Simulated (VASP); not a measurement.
# Ta3N (C2/m) in VASP: single point with PBE

Aim: the single point of Ta3N with PBE.

Program: VASP 6.6.1. These are calculated values, not measurements. Logs are shortened: lines on timing, memory, paths and dates and some standing lists are left out, and cuts for length are marked.

## (1) The cell of the first run

The structure is monoclinic, space group C2/m (No. 12). Conventional cell: a = 4.830 Å, b = 3.109 Å, c = 8.000 Å, α = 90.00°, β = 97.08°, γ = 90.00°. Ta (site symmetry 2/m) has 12 Ta at 2.66 to 3.24 Å within 3.5 Å. Ta (site symmetry m) has 3 N at 2.12 to 2.35 Å and 1 Ta at 2.66 Å within 2.8 Å. Within 2.8 Å of N (site symmetry 2/m) lie 6 Ta at 2.12 to 2.35 Å.

## (2) Single point, PBE (strained and its atoms moved)

File INCAR:

```
PREC = Accurate
ENCUT = 520
EDIFF = 1E-6
ISMEAR = 0
SIGMA = 0.1
LREAL = F
LASPH = T
NELM = 100
ALGO = Normal
ISIF = 2
LWAVE = F
LCHARG = T
GGA = PE
LELF = T
LVHAR = T
NBANDS = 27
```

File KPOINTS:

```
Automatic mesh
0
Gamma
  15 15 6
```

File POSCAR:

```
Ta3N
1.0
    2.8641781345     -0.1415442158     -0.1598285264
   -1.5546699539      2.6927636172      0.0000056004
   -0.3965972613     -0.2289594889      7.9870971496
Ta N
3 1
Direct
    0.0000000000      0.0000000000      0.5000000000
    0.4605204862      0.7302602481      0.1893435009
    0.5394795138      0.2697397519      0.8106564991
    0.0000000000      0.0000000000      0.0000000000
```

Potentials or basis: VASP PAW PBE potentials, release 64 (Ta_pv, N).

Started as:

```bash
cat potpaw_PBE.64/Ta_pv/POTCAR potpaw_PBE.64/N/POTCAR > POTCAR
mpirun -np 1 vasp_std > vasp.out
```

OUTCAR:

```text
PREC = Accurate
   ENCUT = 520
   EDIFF = 1E-6
   ISMEAR = 0
   LREAL = F
   LASPH = T
   NELM = 100
   ISIF = 2
   GGA = PE

 ion  position               nearest neighbor table
   1  0.000  0.000  0.500-   3 2.66   2 2.66   3 3.24   2 3.24   2 3.24   3 3.24
   2  0.461  0.730  0.189-   4 2.12   4 2.35   4 2.35   1 2.66   1 3.24   1 3.24   3 3.43   3 3.43
                             3 3.53
   3  0.539  0.270  0.811-   4 2.12   4 2.35   4 2.35   1 2.66   1 3.24   1 3.24   2 3.43   2 3.43
                             2 3.53
   4  0.000  0.000  0.000-   3 2.12   2 2.12   3 2.35   2 2.35   3 2.35   2 2.35

  LATTYP: Found a base centered monoclinic cell.
 ALAT       =     4.8299450316
 B/A-ratio  =     0.6437623318
 C/A-ratio  =     1.6563779690
 COS(beta)  =    -0.1231885167

  Lattice vectors:

 A1 = (   2.8641781345,  -0.1415442158,  -0.1598285264)
 A2 = (   1.3095081806,   2.5512194014,  -0.1598229260)
 A3 = (  -0.3965972613,  -0.2289594889,   7.9870971496)

Analysis of symmetry for initial positions (statically):
=====================================================================
 Subroutine PRICEL returns:
 Original cell was already a primitive cell.

 Routine SETGRP: Setting up the symmetry group for a
 base centered monoclinic supercell.

 Subroutine GETGRP returns: Found  4 space group operations
 (whereof  4 operations were pure point group operations)
 out of a pool of  4 trial point group operations.

The static configuration has the point symmetry C_2h.

Analysis of symmetry for dynamics (positions and initial velocities):
=====================================================================
 Subroutine PRICEL returns:
 Original cell was already a primitive cell.

 Routine SETGRP: Setting up the symmetry group for a
 base centered monoclinic supercell.

 Subroutine GETGRP returns: Found  4 space group operations
 (whereof  4 operations were pure point group operations)
 out of a pool of  4 trial point group operations.

The dynamic configuration has the point symmetry C_2h.

 Subroutine INISYM returns: Found  4 space group operations
 (whereof  4 operations are pure point group operations),
 and found     1 'primitive' translations

----------------------------------------------------------------------------------------

                                     Primitive cell
[... 93 lines left out ...]
   ENCUT  =  520.0 eV  38.22 Ry    6.18 a.u.   5.34  5.78 14.88*2*pi/ulx,y,z
   NELM   =    100;   NELMIN=  2; NELMDL= -5     # of ELM steps
   EDIFF  = 0.1E-05   stopping-criterion for ELM
   LREAL  =      F    real-space projection
   EDIFFG = 0.1E-04   stopping-criterion for IOM
   NSW    =      0    number of steps for IOM
   IBRION =     -1    ionic relax: 0-MD 1-quasi-New 2-CG
   NFREE  =      0    steps in history (QN), initial steepest desc. (CG)
   ISIF   =      2    stress and relaxation
   ISYM   =      2    0-nonsym 1-usesym 2-fastsym
   POTIM  = 0.5000    time-step for ionic-motion
   TEBEG  =    0.0;   TEEND  =   0.0 temperature during run
   PSTRESS=    0.0 pullay stress
   NELECT =      38.0000    total number of electrons
   NUPDOWN=      -1.0000    fix difference up-down
   EMIN   =  10.00;   EMAX   =-10.00  energy-range for DOS
   EFERMI =   0.00;   METHOD = LEGACY
   ISMEAR =     0;   SIGMA  =   0.10  broadening in eV -4-tet -1-fermi 0-gaus
   EFERMI_NEDOS =   21; number of points for ismear=-14 and -15
   IALGO  =     38    algorithm
   IMIX   =      4    mixing-type and parameters
     AMIX     =   0.40;   BMIX     =  1.00
     AMIX_MAG =   1.60;   BMIX_MAG =  1.00
  volume/ion in A,a.u.               =      14.90       100.58
  Fermi-wavevector in a.u.,A,eV,Ry     =   1.408907  2.662448 27.007826  1.985019
  Thomas-Fermi vector in A             =   2.531017
   LORBIT       =      0    0 simple, 1 ext, 2 COOP (PROOUT), +10 PAW based schemes
   GGA     = PE    functional components
   LHFCALC =     F    Hartree Fock is set to
   AEXX    =    0.0000 exact exchange contribution
   IVDW    =     0    specifies the selected vdW correction
   LEPSILON=     F    determine dielectric tensor
   LRPA    =     F    only Hartree local field effects (RPA)
 non-spin polarized calculation
 Gauss-broadening in eV      SIGMA  =   0.10
  energy-cutoff  :      520.00
  volume of cell :       59.62
 maximum number of plane-waves:      1620
 NGX is ok and might be reduce to    24
   NGX = 11   NGY = 11   NGZ = 29

 number of electron      37.9999997 magnetization

 Free energy of the ion-electron system (eV)
  ---------------------------------------------------
  ext. energy  EPLUGINS =         0.00000000
  ---------------------------------------------------
  free energy    TOTEN  =       -44.63430474 eV

  energy without entropy =      -44.62264089  energy(sigma->0) =      -44.62847282

 E-fermi :   6.3231     XC(G=0): -12.6845

 val. band max:        6.3166657778   @ k =  -0.2000   0.0667   0.1667
 cond. band min:       6.3365711489   @ k =   0.4000   0.1333   0.3333
 fundamental gap:      0.0199053711
 Fermi energy:         6.3230609860

 k-point     1 :       0.0000    0.0000    0.0000
  band No.  band energies     occupation
      1     -28.5051      2.00000
      2     -28.4250      2.00000
      3     -27.8520      2.00000
      4     -27.8386      2.00000
      5     -27.6390      2.00000
      6     -27.6153      2.00000
[... 709 lines left out ...]
     26       9.7992      0.00000
     27      10.1026      0.00000

 [... further k-points ...]

------------------------ aborting loop because EDIFF is reached ----------------------------------------

  FORCE on cell =-STRESS in cart. coord.  units (eV):
  Direction    XX          YY          ZZ          XY          YZ          ZX
  --------------------------------------------------------------------------------------
  -------------------------------------------------------------------------------------
  Total        4.6532688     -0.9261422     -0.8934007      4.8319058     -0.2929581     -0.5074008
  in kB      125.0569133    -24.8901342    -24.0102036    129.8577955     -7.8732693    -13.6364313
  external PRESSURE =      25.3855252 kB  Pullay stress =       0.0000000 kB

 VOLUME and BASIS-vectors are now :
 -----------------------------------------------------------------------------
  energy-cutoff  :      520.00
  volume of cell :       59.62
      direct lattice vectors                 reciprocal lattice vectors
     2.864178134 -0.141544216 -0.159828526     0.360766502  0.208288876  0.023884613
    -1.554669954  2.692763617  0.000005600     0.019577404  0.382668694  0.011941757
    -0.396597261 -0.228959489  7.987097150     0.007219227  0.004167767  0.125679876

 POSITION                                       TOTAL-FORCE (eV/Angst)
 -----------------------------------------------------------------------------------
     -0.19830     -0.11448      3.99355        -0.000000      0.000000     -0.000000
      0.10861      1.85788      1.43870        -1.218553     -0.703535     -1.796551
      0.80430      0.46438      6.38857         1.218553      0.703535      1.796551
      0.00000      0.00000      0.00000         0.000000      0.000000     -0.000000
 -----------------------------------------------------------------------------------
    total drift:                                0.000000     -0.000000      0.000000

  FREE ENERGIE OF THE ION-ELECTRON SYSTEM (eV)
  ---------------------------------------------------
  free  energy   TOTEN  =       -44.6343047368 eV

  energy  without entropy=      -44.6226408947  energy(sigma->0) =      -44.62847282
```

OSZICAR:

```text
N       E                     dE             d eps       ncg     rms          rms(c)
DAV:   1     0.338301912042E+03    0.33830E+03   -0.21209E+04 19872   0.147E+03
DAV:   2    -0.322542492699E+02   -0.37056E+03   -0.36190E+03 22579   0.426E+02
DAV:   3    -0.479866665365E+02   -0.15732E+02   -0.15359E+02 25403   0.806E+01
DAV:   4    -0.482426008252E+02   -0.25593E+00   -0.25479E+00 24819   0.988E+00
DAV:   5    -0.482458810521E+02   -0.32802E-02   -0.32760E-02 25688   0.102E+00    0.282E+01
DAV:   6    -0.451862748601E+02    0.30596E+01   -0.17896E+01 25646   0.270E+01    0.136E+01
DAV:   7    -0.448912357691E+02    0.29504E+00   -0.51759E+00 26572   0.115E+01    0.691E+00
DAV:   8    -0.448046582661E+02    0.86578E-01   -0.43151E+00 27291   0.128E+01    0.245E+00
DAV:   9    -0.446337519714E+02    0.17091E+00   -0.11400E+00 26052   0.421E+00    0.471E-01
DAV:  10    -0.446347580843E+02   -0.10061E-02   -0.41257E-02 23380   0.120E+00    0.284E-01
DAV:  11    -0.446342966477E+02    0.46144E-03   -0.38342E-03 26468   0.418E-01    0.923E-02
DAV:  12    -0.446343055929E+02   -0.89452E-05   -0.31537E-04 26700   0.119E-01    0.322E-02
DAV:  13    -0.446343048873E+02    0.70559E-06   -0.33203E-05 23027   0.396E-02    0.997E-03
DAV:  14    -0.446343047368E+02    0.15051E-06   -0.93616E-06 25878   0.177E-02
   1 F= -.44634305E+02 E0= -.44628473E+02  d E =-.116638E-01
```

Wall time 4.1 min (1 thread of Intel Xeon 6975P-C (Granite Rapids), shared host); peak memory 0.55 GiB.

What came out:

| Quantity | Value |
| --- | --- |
| Free energy | -44.6343 eV |
| Pressure | 2.5 GPa |
| Largest force | 2.282 eV/Å |
| Band gap on the k mesh | zero (band 19 reaches 6.79 eV, above the bottom of band 20 at 6.00 eV) |

Forces in eV/Å, atoms in the order of the input:
```
Ta   0.000  0.000  0.000
Ta  -1.219 -0.704 -1.797
Ta   1.219  0.704  1.797
N    0.000  0.000  0.000
```

Levels at points of the mesh, in eV from the Fermi level:
```tsv
k point	band 16	band 17	band 18	band 19	band 20	band 21	band 22	band 23
(0.00, 0.00, 0.00)	-1.34	-1.14	-0.88	-0.26	0.39	1.42	1.53	2.43
(0.00, 0.00, 0.50)	-1.58	-0.72	-0.71	-0.26	-0.03	1.41	1.53	2.23
```

Caveat: the cell differs from its parent crystal (strained and its atoms moved); spin-orbit coupling is left out, which moves the levels of the heavy elements; forces of over 1 eV/Å act on the atoms, so gaps and moduli don't describe the material at rest.
